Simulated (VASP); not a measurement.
The system is BP.

```xyz
2
Lattice="0.0000 2.2683 2.2123 2.2683 0.0000 2.2123 2.2683 2.2683 0.0000" Properties=species:S:1:pos:R:3 pbc="T T T"
B     0.0000    0.0000    0.0000
P     1.1342    1.1342    1.1061
```

This cell differs from its parent crystal: uniaxial z strain -2.5%.

Base run:

- Program: VASP 6.6.1
- Functional: PBE
- Potentials or basis: VASP PAW PBE potentials, release 64 (B, P)
- Cutoff: 520 eV
- k mesh: 10 × 10 × 10
- Occupations: fermi-dirac, width 0.02 eV
- Spin: no spin polarisation

Its results: band gap on the k mesh 0.83 eV, indirect (least direct gap 3.19 eV); pressure 5.4 GPa.

**Question.** The run is repeated on the same cell with these changes: functional from PBE to r2SCAN; occupations from fermi-dirac, width 0.02 eV to gaussian, width 0.01 eV. What comes out?

**Answer.** Band gap on the k mesh 1.01 eV, indirect (least direct gap 3.41 eV); pressure 3.9 GPa.

Caveats: the PAW data sets were made with another functional, which shifts forces and pressure a little (some runs).

A k mesh can miss the band edges.
